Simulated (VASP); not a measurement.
## IrO: single point with PBE

The system is IrO.

```
Ir O
1.0
     0.00000    2.38474    2.38474
     2.38474    0.00000    2.38474
     2.38474    2.38474    0.00000
Ir O
1 1
Direct
  0.00000 0.00000 0.00000
  0.25000 0.25000 0.25000
```

- Program: VASP 6.6.1
- Task: single point
- Functional: PBE
- Potentials or basis: VASP PAW PBE potentials, release 64 (Ir, O)
- Cutoff: 520 eV
- k mesh: 8 × 8 × 8
- Occupations: gaussian, width 0.1 eV
- Spin: no spin polarisation
- Dipole correction: no
- Further INCAR settings: ALGO = Normal; EDIFF = 1e-06; NBANDS = 14

* Pressure: 1.1 GPa

Levels at points of the mesh, in eV from the Fermi level:
```tsv
k point	band 5	band 6	band 7	band 8	band 9	band 10
(0.00, 0.00, 0.00)	-2.47	-2.24	-2.24	1.63	1.63	1.63
(0.50, 0.00, 0.00)	-2.11	-1.88	-1.88	0.47	0.47	3.20
(0.50, 0.50, 0.00)	-3.36	-1.71	-1.39	-0.45	-0.45	6.10
```

It took 7.6 s on 1 thread of Intel(R) Xeon(R) 6975P-C (Granite Rapids), on a shared host, peak memory 0.16 GiB.

Caveat: spin-orbit coupling is left out, which moves the levels of the heavy elements; an odd number of electrons without spin polarisation forces a metal; a magnetic or distorted state may lie lower.
